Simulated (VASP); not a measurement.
The system is ZnS.

```
CELL_PARAMETERS angstrom
3.81100 0.00000 0.00000
-1.90550 3.30042 0.00000
0.00000 0.00000 6.23400
ATOMIC_POSITIONS crystal
Zn 0.66667 0.33333 0.50000
Zn 0.33333 0.66667 0.00000
S 0.66667 0.33333 0.88500
S 0.33333 0.66667 0.38500
```

Base run:

| Item | Value |
| --- | --- |
| Program | VASP 6.6.1 |
| Functional | PBE0 |
| Potentials or basis | VASP PAW PBE potentials, release 64 (Zn, S) |
| Cutoff | 520 eV |
| k mesh | 6 × 6 × 4 |
| Occupations | gaussian, width 0.02 eV |
| Spin | no spin polarisation |

Its results: band gap on the k mesh 4.12 eV; pressure 1.5 GPa; largest force 0.328 eV/Å.

The run is repeated on the same cell with these changes: functional from PBE0 to HSE06. What comes out?

Band gap on the k mesh 3.47 eV; pressure 1.7 GPa; largest force 0.328 eV/Å.

Caveats: the PAW data sets were made with another functional, which shifts forces and pressure a little.
